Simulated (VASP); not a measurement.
# MgTiCl6 (R-3) in VASP: single point with r2SCAN+rVV10

Aim: the single point of MgTiCl6 with r2SCAN+rVV10.

All numbers are computed with VASP 6.6.1; they aren't measurements. Logs are shortened: lines on timing, memory, paths and dates and some standing lists are left out, and cuts for length are marked.

### Step 1. The cell of the first run

The structure is trigonal, space group R-3 (No. 148). Conventional cell: a = 6.060 Å, b = 6.060 Å, c = 16.579 Å, α = 90.00°, β = 90.00°, γ = 120.00°. Within 3.3 Å of Mg (site symmetry -3) lie 6 Cl at 2.50 Å. Ti (site symmetry -3) has 6 Cl at 2.35 Å within 3.1 Å. Within 3.1 Å of Cl (site symmetry 1) lie 1 Ti at 2.35 Å and 1 Mg at 2.50 Å.

### Step 2. Single point, r2SCAN+rVV10

File POSCAR:

```
MgTiCl6
1.0
    3.0301716515      1.7494704187      5.5263333433
   -3.0301716515      1.7494704187      5.5263333433
    0.0000000000     -3.4989408373      5.5263333433
Mg Ti Cl
1 1 6
Direct
    0.5000000000      0.5000000000      0.5000000000
    0.0000000000      0.0000000000      0.0000000000
    0.6026558162      0.9167648284      0.2377605147
    0.9167648284      0.2377605147      0.6026558162
    0.7622394853      0.3973441838      0.0832351716
    0.0832351716      0.7622394853      0.3973441838
    0.3973441838      0.0832351716      0.7622394853
    0.2377605147      0.6026558162      0.9167648284
```

File INCAR.step1:

```
ALGO = Normal ; EDIFF = 1E-4
ENCUT = 520 ; GGA = PE
ISMEAR = -1 ; LASPH = True
LCHARG = False ; LREAL = False
LWAVE = True ; NBANDS = 38
NELM = 60 ; PREC = Accurate
SIGMA = 0.03
```

File INCAR.step2:

```
ALGO = Normal ; BPARAM = 11.95
CPARAM = 0.0093 ; EDIFF = 1E-7
ENCUT = 520 ; ISIF = 2
ISMEAR = -1 ; ISTART = 1
IVDW_NL = 2 ; LASPH = True
LCHARG = True ; LELF = True
LMIXTAU = True ; LREAL = False
LUSE_VDW = True ; LVHAR = True
LWAVE = False ; METAGGA = R2SCAN
NBANDS = 38 ; NELM = 60
PREC = Accurate ; SIGMA = 0.03
```

File KPOINTS:

```
k-points
0
Gamma
  6 6 6
```

Potentials or basis: VASP PAW PBE potentials, release 64 (Mg, Ti_sv, Cl).

Command:

```sh
cat potpaw_PBE.64/Mg/POTCAR potpaw_PBE.64/Ti_sv/POTCAR potpaw_PBE.64/Cl/POTCAR > POTCAR
cp INCAR.step1 INCAR
mpirun -np 1 vasp_std > vasp.out
cp INCAR.step2 INCAR
mpirun -np 1 vasp_std > vasp.out
```

OUTCAR:

```text
BPARAM = 11.95
   EDIFF = 1E-7
   ENCUT = 520
   ISIF = 2
   ISMEAR = -1
   ISTART = 1
   IVDW_NL = 2
   LASPH = True
   LREAL = False
   METAGGA = R2SCAN
   NELM = 60
   PREC = Accurate

 ion  position               nearest neighbor table
   1  0.500  0.500  0.500-   5 2.50   8 2.50   7 2.50   3 2.50   4 2.50   6 2.50
   2  0.000  0.000  0.000-   4 2.35   6 2.35   3 2.35   7 2.35   5 2.35   8 2.35
   3  0.603  0.917  0.238-   2 2.35   1 2.50
   4  0.917  0.238  0.603-   2 2.35   1 2.50
   5  0.762  0.397  0.083-   2 2.35   1 2.50
   6  0.083  0.762  0.397-   2 2.35   1 2.50
   7  0.397  0.083  0.762-   2 2.35   1 2.50
   8  0.238  0.603  0.917-   2 2.35   1 2.50

  LATTYP: Found a trigonal (rhomboedric) cell.
 ALAT       =     6.5408674658
 COS(alpha) =     0.5707663526

  Lattice vectors:

 A1 = (   3.0301716515,   1.7494704187,   5.5263333433)
 A2 = (  -3.0301716515,   1.7494704187,   5.5263333433)
 A3 = (   0.0000000000,  -3.4989408373,   5.5263333433)

Analysis of symmetry for initial positions (statically):
=====================================================================
 Subroutine PRICEL returns:
 Original cell was already a primitive cell.

 Routine SETGRP: Setting up the symmetry group for a
 trigonal (rhombohedral) supercell.

 Subroutine GETGRP returns: Found  6 space group operations
 (whereof  6 operations were pure point group operations)
 out of a pool of 12 trial point group operations.

The static configuration has the point symmetry S_6 .

Analysis of symmetry for dynamics (positions and initial velocities):
=====================================================================
 Subroutine PRICEL returns:
 Original cell was already a primitive cell.

 Routine SETGRP: Setting up the symmetry group for a
 trigonal (rhombohedral) supercell.

 Subroutine GETGRP returns: Found  6 space group operations
 (whereof  6 operations were pure point group operations)
 out of a pool of 12 trial point group operations.

The dynamic configuration has the point symmetry S_6 .

 Subroutine INISYM returns: Found  6 space group operations
 (whereof  6 operations are pure point group operations),
 and found     1 'primitive' translations

----------------------------------------------------------------------------------------

                                     Primitive cell

  volume of cell :     175.7770

  direct lattice vectors                    reciprocal lattice vectors
     3.030171651  1.749470419  5.526333343     0.165007154  0.095266925  0.060317269
[... 106 lines left out ...]
   POTIM  = 0.5000    time-step for ionic-motion
   TEBEG  =    0.0;   TEEND  =   0.0 temperature during run
   PSTRESS=    0.0 pullay stress
   NELECT =      56.0000    total number of electrons
   NUPDOWN=      -1.0000    fix difference up-down
   EMIN   =  10.00;   EMAX   =-10.00  energy-range for DOS
   EFERMI =   0.00;   METHOD = LEGACY
   ISMEAR =    -1;   SIGMA  =   0.03  broadening in eV -4-tet -1-fermi 0-gaus
   EFERMI_NEDOS =   21; number of points for ismear=-14 and -15
   IALGO  =     38    algorithm
   IMIX   =      4    mixing-type and parameters
     AMIX     =   0.40;   BMIX     =  1.00
     AMIX_MAG =   1.60;   BMIX_MAG =  1.00
  volume/ion in A,a.u.               =      21.97       148.28
  Fermi-wavevector in a.u.,A,eV,Ry     =   1.118107  2.112916 17.009511  1.250164
  Thomas-Fermi vector in A             =   2.254736
   LORBIT       =      0    0 simple, 1 ext, 2 COOP (PROOUT), +10 PAW based schemes
   METAGGA = R2SCAN    functional components
   LHFCALC =     F    Hartree Fock is set to
   AEXX    =    0.0000 exact exchange contribution
   IVDW_NL    =     2    kernel type
   BPARAM     =11.9500
   IVDW    =     0    specifies the selected vdW correction
   LEPSILON=     F    determine dielectric tensor
   LRPA    =     F    only Hartree local field effects (RPA)
 non-spin polarized calculation
  energy-cutoff  :      520.00
  volume of cell :      175.78
 maximum number of plane-waves:      4778
 NGX is ok and might be reduce to    50
   NGX = 25   NGY = 25   NGZ = 25

 number of electron      55.9999996 magnetization

 Free energy of the ion-electron system (eV)
  ---------------------------------------------------
  ext. energy  EPLUGINS =         0.00000000
  ---------------------------------------------------
  free energy    TOTEN  =       -66.77307805 eV

  energy without entropy =      -66.77307805  energy(sigma->0) =      -66.77307805

 E-fermi :   1.6358     XC(G=0):  -9.5420

 val. band max:        0.9249624934   @ k =   0.0000   0.0000   0.0000
 cond. band min:       3.0808728471   @ k =   0.5000   0.0000   0.0000
 fundamental gap:      2.1559103537
 Fermi energy:         1.6358168028

 k-point     1 :       0.0000    0.0000    0.0000
  band No.  band energies     occupation
      1     -58.6621      2.00000
      2     -33.8095      2.00000
      3     -33.8095      2.00000
      4     -33.7796      2.00000
      5     -14.0454      2.00000
      6     -12.9921      2.00000
[... 973 lines left out ...]
     37      10.6594      0.00000
     38      10.9390      0.00000

 [... further k-points ...]

------------------------ aborting loop because EDIFF is reached ----------------------------------------

  FORCE on cell =-STRESS in cart. coord.  units (eV):
  Direction    XX          YY          ZZ          XY          YZ          ZX
  --------------------------------------------------------------------------------------
  -------------------------------------------------------------------------------------
  Total       -0.1493982     -0.1493982     -0.1557698     -0.0000219     -0.0000000      0.0000000
  in kB       -1.3617388     -1.3617388     -1.4198143     -0.0001996     -0.0000000      0.0000000
  external PRESSURE =      -1.3810973 kB  Pullay stress =       0.0000000 kB

 VOLUME and BASIS-vectors are now :
 -----------------------------------------------------------------------------
  energy-cutoff  :      520.00
  volume of cell :      175.78
      direct lattice vectors                 reciprocal lattice vectors
     3.030171651  1.749470419  5.526333343     0.165007154  0.095266925  0.060317269
    -3.030171651  1.749470419  5.526333343    -0.165007154  0.095266925  0.060317269
     0.000000000 -3.498940837  5.526333343     0.000000000 -0.190533849  0.060317269

 POSITION                                       TOTAL-FORCE (eV/Angst)
 -----------------------------------------------------------------------------------
      0.00000      0.00000      8.28950         0.000000      0.000000     -0.000000
      0.00000      0.00000      0.00000         0.000000      0.000000     -0.000000
     -0.95180      1.82627      9.71077         0.000731     -0.020142     -0.016391
      2.05750     -0.08885      9.71077        -0.017809      0.009438     -0.016391
      1.10570      1.73742      6.86823        -0.017078     -0.010704      0.016391
     -2.05750      0.08885      6.86823         0.017809     -0.009438      0.016391
      0.95180     -1.82627      6.86823        -0.000731      0.020142      0.016391
     -1.10570     -1.73742      9.71077         0.017078      0.010704     -0.016391
 -----------------------------------------------------------------------------------
    total drift:                                0.000000     -0.000000      0.000000

  FREE ENERGIE OF THE ION-ELECTRON SYSTEM (eV)
  ---------------------------------------------------
  free  energy   TOTEN  =       -66.7730780507 eV

  energy  without entropy=      -66.7730780507  energy(sigma->0) =      -66.77307805
```

OUTCAR.step1:

```text
EDIFF = 1E-4
   ENCUT = 520
   GGA = PE
   ISMEAR = -1
   LASPH = True
   LREAL = False
[... 1228 lines left out ...]
     -2.05750      0.08885      6.86823         0.013072     -0.019666      0.018739
      0.95180     -1.82627      6.86823         0.010495      0.021154      0.018739
     -1.10570     -1.73742      9.71077         0.023567      0.001488     -0.018739
 -----------------------------------------------------------------------------------
    total drift:                                0.000000     -0.000000      0.000000

  FREE ENERGIE OF THE ION-ELECTRON SYSTEM (eV)
  ---------------------------------------------------
  free  energy   TOTEN  =       -32.9264216837 eV

  energy  without entropy=      -32.9264216837  energy(sigma->0) =      -32.92642168
```

Run time: 23 min. Hardware: 1 thread of Intel Xeon Platinum 8488C (Sapphire Rapids), shared host; peak memory 0.98 GiB.

What came out:

```
Free energy            : -66.7731 eV
Pressure               : -0.1 GPa
Largest force          : 0.026 eV/Å
Band gap on the k mesh : 2.16 eV (least direct gap 2.24 eV)
```

Forces in eV/Å, atoms in the order of the input:
```
Mg   0.000  0.000  0.000
Ti   0.000  0.000  0.000
Cl   0.001 -0.020 -0.016
Cl  -0.018  0.009 -0.016
Cl  -0.017 -0.011  0.016
Cl   0.018 -0.009  0.016
Cl  -0.001  0.020  0.016
Cl   0.017  0.011 -0.016
```

Levels at points of the mesh, in eV from the valence-band top:
```
           k point  band 25  band 26  band 27  band 28  band 29  band 30  band 31  band 32
(0.00, 0.00, 0.00)    -0.40    -0.13    -0.13     0.00     2.24     2.35     2.35     4.12
(0.50, 0.00, 0.00)    -0.62    -0.50    -0.40    -0.26     2.16     2.33     2.56     3.96
(0.50, 0.50, 0.00)    -0.63    -0.62    -0.34    -0.33     2.21     2.28     2.60     3.90
(0.50, 0.50, 0.50)    -0.40    -0.40    -0.31    -0.31     2.41     2.43     2.43     3.99
```

Caveat: the PAW data sets were made with another functional, which shifts forces and pressure a little.
